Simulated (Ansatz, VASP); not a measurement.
TiAl in VASP and in Ansatz

Contents of INCAR:

```
PREC = Accurate
ENCUT = 520
EDIFF = 1E-6
ISMEAR = 0
SIGMA = 0.1
LREAL = F
LASPH = T
NELM = 80
ALGO = Fast
ISIF = 2
LWAVE = F
LCHARG = F
GGA = PE
NBANDS = 14
```

File KPOINTS:

```
Automatic mesh
0
Gamma
  18 18 10
```

The input POSCAR:

```
TiAl
1.0
    2.9744404949      0.0000000000      0.0000000000
   -1.4872202474      2.5759410307      0.0000000000
    0.0000000000      0.0000000000      4.9932922325
Ti Al
1 1
Direct
    0.0000000000      0.0000000000      0.0000000000
    0.3333333333      0.6666666667      0.5000000000
```

Input for Ansatz:

```yaml
crystal:
  lattice:
    - [2.9744404949, 0.0, 0.0]
    - [-1.4872202474, 2.5759410307, 0.0]
    - [0.0, 0.0, 4.9932922325]
  atoms:
    - { symbol: Ti, position: [0.0, 0.0, 0.0] }
    - { symbol: Al, position: [0.3333333333, 0.6666666667, 0.5] }
basis:
  ecutwfc: 420
kpoints:
  mp_grid: { grid: [18, 18, 10] }
hamiltonian:
  xc: pbe
scf:
  occupations: { method: gaussian, width: 0.1 }
output:
  forces: true
  stress: true
  eigenvalues: true
  populations: true
```

Alike in both runs: task single point; functional PBE; k mesh 18 × 18 × 10; occupations gaussian, width 0.1 eV; no spin polarisation.

|  | VASP | Ansatz |
| --- | --- | --- |
| version | VASP 6.6.1 | Ansatz 0.2.0 |
| potentials or method | VASP PAW PBE potentials, release 64 (Ti_sv, Al), cutoff 520 eV | scalar-relativistic, plane waves, PAW |
| valence electrons in the cell | 15 | 15 |

Ansatz gave:

| Property | Result |
| --- | --- |
| gap on the k mesh at the Fermi level (eV) | none |
| pressure (GPa) | -11.1 |
| traceless stress, the component that is largest in VASP (GPa) | -3.64 |

Task: What did VASP give for the same quantities?

Result: gap on the k mesh at the Fermi level (eV): none; pressure (GPa): -11.0; traceless stress, the component that is largest in VASP (GPa): -3.61.

A gap of «none» marks a metal or a gap that the smearing closes.
